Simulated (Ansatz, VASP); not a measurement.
Two plane-wave programs on Lu3Hf2F

INCAR

```
SYSTEM = Lu3Hf2F
PREC = Accurate
ENCUT = 600
EDIFF = 1E-7
ISMEAR = 0
SIGMA = 0.1
LREAL = .FALSE.
LASPH = .TRUE.
NELM = 100
ALGO = Normal
ISIF = 3
LWAVE = .FALSE.
LCHARG = .FALSE.
GGA = PE
IBRION = 2
NSW = 90
EDIFFG = -0.04
```

File KPOINTS:

```
regular mesh
0
G
  6 6 4
  0 0 0
```

POSCAR

```
Lu3Hf2F
1.0
    5.7497132700      0.0000000000      0.0000000000
   -2.8748566400      4.9793977600      0.0000000000
    0.0000000000      0.0000000000      4.3704399100
Lu Hf F
3 2 1
Direct
    0.5000000000      0.5000000000      0.5000000000
    0.5000000000      0.0000000000      0.5000000000
    0.0000000000      0.5000000000      0.5000000000
    0.6666666700      0.3333333300      0.0000000000
    0.3333333300      0.6666666700      0.0000000000
    0.0000000000      0.0000000000      0.0000000000
```

Input for Ansatz:

```yaml
crystal:
  lattice:
    - [5.74971327, 0.0, 0.0]
    - [-2.87485664, 4.97939776, 0.0]
    - [0.0, 0.0, 4.37043991]
  atoms:
    - { symbol: Lu, position: [0.5, 0.5, 0.5] }
    - { symbol: Lu, position: [0.5, 0.0, 0.5] }
    - { symbol: Lu, position: [0.0, 0.5, 0.5] }
    - { symbol: Hf, position: [0.66666667, 0.33333333, 0.0] }
    - { symbol: Hf, position: [0.33333333, 0.66666667, 0.0] }
    - { symbol: F, position: [0.0, 0.0, 0.0] }
basis:
  ecutwfc: 420
kpoints:
  mp_grid: { grid: [6, 6, 4] }
hamiltonian:
  xc: pbe
scf:
  occupations: { method: gaussian, width: 0.1 }
  lower_state_search: "off"
output:
  forces: true
  stress: true
  eigenvalues: true
relax:
  adjacent_minimum: "off"
  f_tol: 0.04
  max_steps: 70
  cell: { stress_tol: 0.4 }
```

Change from the starting cell: species swapped into the EuAl2Ag3 type (P6/mmm, No. 191).

Alike in both runs: task relaxation of cell and atoms; functional PBE; k mesh 6 × 6 × 4; occupations gaussian, width 0.1 eV; no spin polarisation.

|  | VASP | Ansatz |
| --- | --- | --- |
| version | VASP 6.6.1 | Ansatz 0.2.0 |
| potentials or method | VASP PAW PBE potentials, release 64 (Lu, Hf_pv, F), cutoff 600 eV | scalar-relativistic, plane waves, PAW |
| valence electrons in the cell | 102 | 134 |

Ansatz gave:

* gap on the k mesh at the Fermi level, each at its own relaxed structure (eV): none
* relaxed volume (Å³/atom): 28.69
* relaxed length of the cell vector where the two differ most in proportion (Å): 5.371

Q: What did VASP give for the same quantities?

A: gap on the k mesh at the Fermi level, each at its own relaxed structure (eV): none; relaxed volume (Å³/atom): 28.58; relaxed length of the cell vector where the two differ most in proportion (Å): 5.344.

A gap of «none» marks a metal or a gap that the smearing closes. VASP's potentials hold 102 valence electrons a cell and Ansatz's 134, so a difference there can come from the potentials and not from the codes.

Spin-orbit coupling is off throughout. Noted on VASP's run: the volume moved by over 15 % at a fixed basis, so the end points are rough.
